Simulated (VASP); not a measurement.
LaC2, 3 atoms in the cell. The structure is tetragonal, space group I4/mmm (No. 139). The conventional cell has a = 3.934 Å, b = 3.934 Å, c = 6.572 Å, α = 90.00°, β = 90.00°, γ = 90.00°. Within 3.5 Å of La (site symmetry 4/mmm) lie 10 C at 2.65 to 2.85 Å. C (site symmetry 4mm) has 1 C at 1.27 Å within 1.7 Å. 

| Quantity | Value |
| --- | --- |
| Program | VASP 6.6.1 |
| Task | relaxation of cell and atoms |
| Functional | LDA |
| Potentials or basis | VASP PAW LDA potentials, release 64 (La, C) |
| Cutoff | 600 eV |
| k mesh | 8 × 8 × 8 |
| Occupations | gaussian, width 0.1 eV |
| Spin | no spin polarisation |
| Dipole correction | no |
| Further INCAR settings | ALGO = Normal; EDIFF = 1e-06; IBRION = 2; EDIFFG = -0.05; NSW = 100; ISIF = 3 |

Potentials or basis: VASP PAW LDA potentials, release 64 (La, C).

The run is started by

```console
$ cat potpaw_LDA.64/La/POTCAR potpaw_LDA.64/C/POTCAR > POTCAR
$ mpirun -np 1 vasp_std > vasp.out
```

Hardware: 1 thread of Intel(R) Xeon(R) Platinum 8488C (Sapphire Rapids), with other jobs on the host.

Q: Estimate the wall time of this run.

A: Wall time 3 min on 1 thread of Intel(R) Xeon(R) Platinum 8488C (Sapphire Rapids), on a shared host, peak memory 0.22 GiB. Counts: scf iterations 57, k points 59, ion steps 7.
